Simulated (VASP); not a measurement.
# Ag (I4/mmm) in VASP: notebook

Ag is run at these levels: PBEsol; tasks: single point.

All numbers are computed with VASP 6.6.1; they aren't measurements. Logs are shortened: lines on timing, memory, paths and dates and some standing lists are left out, and cuts for length are marked.

## Step 1: The cell of the first run

Symmetry: I4/mmm, No. 139, tetragonal system. Conventional cell: a = 3.121 Å, b = 3.121 Å, c = 3.923 Å, α = 90.00°, β = 90.00°, γ = 90.00°. Within 3.9 Å of Ag (site symmetry 4/mmm) lie 12 Ag at 2.95 to 3.12 Å.

## Step 2: Single point, PBEsol (strain +0.080 along x and y, -0.040 along z)

INCAR

```
SYSTEM = Ag
ALGO = Fast
EDIFF = 1E-7
ENCUT = 520
GGA = PS
ISIF = 2
ISMEAR = 0
LASPH = .True.
LCHARG = .True.
LELF = .True.
LREAL = .False.
LVHAR = .True.
LWAVE = .False.
NBANDS = 12
NELM = 80
PREC = Accurate
SIGMA = 0.15
```

KPOINTS

```
k-points
0
Gamma
  20 20 20
  0 0 0
```

POSCAR

```
Ag
1.0
    0.0000000000      2.2065480000      1.9613760000
    2.2065480000      0.0000000000      1.9613760000
    2.2065480000      2.2065480000      0.0000000000
Ag
1
Direct
    0.0000000000      0.0000000000      0.0000000000
```

Potentials or basis: VASP PAW PBE potentials, release 64 (Ag).

Run with:

```console
cat potpaw_PBE.64/Ag/POTCAR > POTCAR
mpirun -np 1 vasp_std > vasp.out
```

OUTCAR:

```text
SYSTEM = Ag
   EDIFF = 1E-7
   ENCUT = 520
   GGA = PS
   ISIF = 2
   ISMEAR = 0
   LASPH = .True.
   LREAL = .False.
   NELM = 80
   PREC = Accurate

 ion  position               nearest neighbor table
   1  0.000  0.000  0.000-

  LATTYP: Found a body centered tetragonal cell.
 ALAT       =     3.1205301076
 C/A-ratio  =     1.2570787221

  Lattice vectors:

 A1 = (   0.0000000000,  -2.2065480000,  -1.9613760000)
 A2 = (   0.0000000000,   2.2065480000,  -1.9613760000)
 A3 = (   2.2065480000,   0.0000000000,   1.9613760000)

Analysis of symmetry for initial positions (statically):
=====================================================================
 Subroutine PRICEL returns:
 Original cell was already a primitive cell.

 Routine SETGRP: Setting up the symmetry group for a
 body centered tetragonal supercell.

 Subroutine GETGRP returns: Found 16 space group operations
 (whereof 16 operations were pure point group operations)
 out of a pool of 16 trial point group operations.

The static configuration has the point symmetry D_4h.

Analysis of symmetry for dynamics (positions and initial velocities):
=====================================================================
 Subroutine PRICEL returns:
 Original cell was already a primitive cell.

 Routine SETGRP: Setting up the symmetry group for a
 body centered tetragonal supercell.

 Subroutine GETGRP returns: Found 16 space group operations
 (whereof 16 operations were pure point group operations)
 out of a pool of 16 trial point group operations.

The dynamic configuration has the point symmetry D_4h.

 Subroutine INISYM returns: Found 16 space group operations
 (whereof 16 operations are pure point group operations),
 and found     1 'primitive' translations

----------------------------------------------------------------------------------------

                                     Primitive cell

  volume of cell :      19.0993

  direct lattice vectors                    reciprocal lattice vectors
     0.000000000  2.206548000  1.961376000    -0.226598288  0.226598288  0.254923074
     2.206548000  0.000000000  1.961376000     0.226598288 -0.226598288  0.254923074
     2.206548000  2.206548000  0.000000000     0.226598288  0.226598288 -0.254923074

  length of vectors
     2.952261826  2.952261826  3.120530108     0.409486682  0.409486682  0.409486682

  position of ions in fractional coordinates (direct lattice)
     0.000000000  0.000000000  0.000000000

  ion indices of the primitive-cell ions
   primitive index   ion index
                 1           1

----------------------------------------------------------------------------------------

 KPOINTS: k-points

Automatic generation of k-mesh.
 Grid dimensions read from file:
 generate k-points for:   20   20   20

 Generating k-lattice:

  Cartesian coordinates                     Fractional coordinates (reciprocal lattice)
    -0.011329914  0.011329914  0.012746154     0.050000000 -0.000000000  0.000000000
     0.011329914 -0.011329914  0.012746154    -0.000000000  0.050000000  0.000000000
     0.011329914  0.011329914 -0.012746154     0.000000000  0.000000000  0.050000000

  Length of vectors
     0.020474334  0.020474334  0.020474334

  Shift w.r.t. Gamma in fractional coordinates (k-lattice)
     0.000000000  0.000000000  0.000000000

 Subroutine IBZKPT returns following result:
 ===========================================

 Found    641 irreducible k-points:

 Following reciprocal coordinates:
            Coordinates               Weight
  0.000000  0.000000  0.000000      1.000000
  0.050000  0.000000  0.000000      8.000000
  0.100000 -0.000000  0.000000      8.000000
  0.150000  0.000000  0.000000      8.000000
  0.200000 -0.000000  0.000000      8.000000
  0.250000  0.000000  0.000000      8.000000
[... 16 lines left out ...]
 -0.400000  0.050000  0.000000      8.000000
 -0.350000  0.050000  0.000000      8.000000
 [... further k-points ...]
   k-points           NKPTS =    641   k-points in BZ     NKDIM =    641   number of bands    NBANDS=     12
   number of dos      NEDOS =    301   number of ions     NIONS =      1
   total plane-waves  NPLWV =  13824
   dimension x,y,z NGX =    24 NGY =   24 NGZ =   24
   dimension x,y,z NGXF=    48 NGYF=   48 NGZF=   48
   ions per type =               1
   NGX,Y,Z   is equivalent  to a cutoff of  13.51, 13.51, 12.79 a.u.
   NGXF,Y,Z  is equivalent  to a cutoff of  27.03, 27.03, 25.57 a.u.
 SYSTEM =  Ag
   PREC   = accura    normal or accurate (medium, high low for compatibility)
   ISTART =      0    job   : 0-new  1-cont  2-samecut
   ICHARG =      2    charge: 1-file 2-atom 10-const
   ISPIN  =      1    spin polarized calculation?
   LNONCOLLINEAR =      F non collinear calculations
   LSORBIT =      F    spin-orbit coupling
   LASPH  =      T    aspherical Exc in radial PAW
   ENCUT  =  520.0 eV  38.22 Ry    6.18 a.u.   5.49  5.49  5.80*2*pi/ulx,y,z
   NELM   =     80;   NELMIN=  2; NELMDL= -5     # of ELM steps
   EDIFF  = 0.1E-06   stopping-criterion for ELM
   LREAL  =      F    real-space projection
   EDIFFG = 0.1E-05   stopping-criterion for IOM
   NSW    =      0    number of steps for IOM
   IBRION =     -1    ionic relax: 0-MD 1-quasi-New 2-CG
   NFREE  =      0    steps in history (QN), initial steepest desc. (CG)
   ISIF   =      2    stress and relaxation
   ISYM   =      2    0-nonsym 1-usesym 2-fastsym
   POTIM  = 0.5000    time-step for ionic-motion
   TEBEG  =    0.0;   TEEND  =   0.0 temperature during run
   PSTRESS=    0.0 pullay stress
   NELECT =      11.0000    total number of electrons
   NUPDOWN=      -1.0000    fix difference up-down
   EMIN   =  10.00;   EMAX   =-10.00  energy-range for DOS
   EFERMI =   0.00;   METHOD = LEGACY
   ISMEAR =     0;   SIGMA  =   0.15  broadening in eV -4-tet -1-fermi 0-gaus
   EFERMI_NEDOS =   21; number of points for ismear=-14 and -15
   IALGO  =     68    algorithm
   IMIX   =      4    mixing-type and parameters
     AMIX     =   0.40;   BMIX     =  1.00
     AMIX_MAG =   1.60;   BMIX_MAG =  1.00
  volume/ion in A,a.u.               =      19.10       128.89
  Fermi-wavevector in a.u.,A,eV,Ry     =   1.362071  2.573942 25.242050  1.855238
  Thomas-Fermi vector in A             =   2.488593
   LORBIT       =      0    0 simple, 1 ext, 2 COOP (PROOUT), +10 PAW based schemes
   GGA     = PS    functional components
   LHFCALC =     F    Hartree Fock is set to
   AEXX    =    0.0000 exact exchange contribution
   IVDW    =     0    specifies the selected vdW correction
   LEPSILON=     F    determine dielectric tensor
   LRPA    =     F    only Hartree local field effects (RPA)
 non-spin polarized calculation
 RMM-DIIS sequential band-by-band and
 Gauss-broadening in eV      SIGMA  =   0.15
  energy-cutoff  :      520.00
  volume of cell :       19.10
 maximum number of plane-waves:       532
 NGX is ok and might be reduce to    24
   NGX = 11   NGY = 11   NGZ = 11

 number of electron      11.0000002 magnetization

 Free energy of the ion-electron system (eV)
  ---------------------------------------------------
  ext. energy  EPLUGINS =         0.00000000
  ---------------------------------------------------
  free energy    TOTEN  =        -3.20364653 eV

  energy without entropy =       -3.20012553  energy(sigma->0) =       -3.20188603

 E-fermi :   6.7358     XC(G=0): -11.7469

 val. band max:        6.7184274049   @ k =   0.5000   0.1000   0.0500
 cond. band min:       6.7540486638   @ k =   0.5000   0.0500   0.2000
 fundamental gap:      0.0356212589
 Fermi energy:         6.7358162494

 k-point     1 :       0.0000    0.0000    0.0000
  band No.  band energies     occupation
      1      -0.2736      2.00000
      2       2.2085      2.00000
      3       2.2085      2.00000
      4       2.7603      2.00000
      5       2.8915      2.00000
      6       3.4599      2.00000
      7      22.6495      0.00000
      8      25.0377      0.00000
      9      25.0377      0.00000
     10      26.1602      0.00000
     11      29.8182      0.00000
     12      29.9156      0.00000

 k-point     2 :       0.0500    0.0000    0.0000
  band No.  band energies     occupation
      1      -0.2015      2.00000
      2       2.2102      2.00000
      3       2.2266      2.00000
      4       2.7600      2.00000
      5       2.8917      2.00000
      6       3.4486      2.00000
      7      22.6239      0.00000
      8      24.5833      0.00000
      9      25.0465      0.00000
     10      25.9076      0.00000
     11      29.4516      0.00000
     12      30.2433      0.00000

 k-point     3 :       0.1000   -0.0000    0.0000
  band No.  band energies     occupation
      1       0.0091      2.00000
      2       2.2146      2.00000
      3       2.2708      2.00000
      4       2.7641      2.00000
      5       2.9017      2.00000
      6       3.4190      2.00000
      7      22.2326      0.00000
      8      23.6093      0.00000
      9      25.0578      0.00000
     10      25.7603      0.00000
     11      28.6303      0.00000
     12      29.5908      0.00000
[... 286 lines left out ...]
 k-point    23 :      -0.4000    0.0500    0.0000
  band No.  band energies     occupation
      1       1.1124      2.00000
      2       2.1298      2.00000
      3       2.6503      2.00000
      4       3.5908      2.00000
      5       3.8333      2.00000
      6       5.4952      2.00000
      7      11.5501      0.00000
      8      21.3851      0.00000
      9      22.5721      0.00000
     10      24.3803      0.00000
     11      27.0583      0.00000
     12      28.1509      0.00000

 k-point    24 :      -0.3500    0.0500    0.0000
  band No.  band energies     occupation
      1       1.1560      2.00000
      2       2.1773      2.00000
      3       2.6874      2.00000
      4       3.4735      2.00000
      5       3.6440      2.00000
      6       4.5205      2.00000
      7      13.1538      0.00000
      8      21.7546      0.00000
      9      23.2882      0.00000
     10      24.2121      0.00000
     11      26.9290      0.00000
     12      27.9345      0.00000

 [... further k-points ...]
[... 5 lines left out ...]
  --------------------------------------------------------------------------------------
  -------------------------------------------------------------------------------------
  Total       -1.3459257     -1.3459257     -1.1585870      0.0000000      0.0000000      0.0000000
  in kB     -112.9052294   -112.9052294    -97.1900106      0.0000000      0.0000000      0.0000000
  external PRESSURE =    -107.6668231 kB  Pullay stress =       0.0000000 kB

 VOLUME and BASIS-vectors are now :
 -----------------------------------------------------------------------------
  energy-cutoff  :      520.00
  volume of cell :       19.10
      direct lattice vectors                 reciprocal lattice vectors
     0.000000000  2.206548000  1.961376000    -0.226598288  0.226598288  0.254923074
     2.206548000  0.000000000  1.961376000     0.226598288 -0.226598288  0.254923074
     2.206548000  2.206548000  0.000000000     0.226598288  0.226598288 -0.254923074

 POSITION                                       TOTAL-FORCE (eV/Angst)
 -----------------------------------------------------------------------------------
      0.00000      0.00000      0.00000        -0.000000      0.000000      0.000000
 -----------------------------------------------------------------------------------
    total drift:                               -0.000000      0.000000      0.000000

  FREE ENERGIE OF THE ION-ELECTRON SYSTEM (eV)
  ---------------------------------------------------
  free  energy   TOTEN  =        -3.2036465306 eV

  energy  without entropy=       -3.2001255331  energy(sigma->0) =       -3.20188603
```

Wall time 60 s (1 thread of AMD EPYC 9R45 (Zen 5), shared host); peak memory 0.22 GiB.

Results:

- Free energy: -3.2036 eV
- Pressure: -10.8 GPa

Stress tensor (GPa, compression positive):
```
-11.29   0.00   0.00
  0.00 -11.29   0.00
  0.00   0.00  -9.72
```

Levels at points of the mesh, in eV from the Fermi level:
```
           k point  band 2  band 3  band 4  band 5  band 6  band 7  band 8  band 9  band 10  band 11
(0.00, 0.00, 0.00)   -4.53   -4.53   -3.98   -3.84   -3.28   15.91   18.30   18.30    19.42    23.08
(0.50, 0.00, 0.00)   -4.68   -4.07   -3.02   -2.72   -0.10    3.08   14.33   15.41    18.85    20.20
(0.50, 0.50, 0.00)   -5.61   -2.88   -2.67   -2.67    3.03    7.78    8.78    8.78    14.45    14.68
(0.50, 0.00, 0.50)   -5.57   -2.94   -2.92   -2.54    1.10    5.04   10.82   10.87    16.60    16.71
```

Caveat: the cell differs from its parent crystal (strain +0.080 along x and y, -0.040 along z); the PAW data sets were made with another functional, which shifts forces and pressure a little.

[end of part 1 of 2]
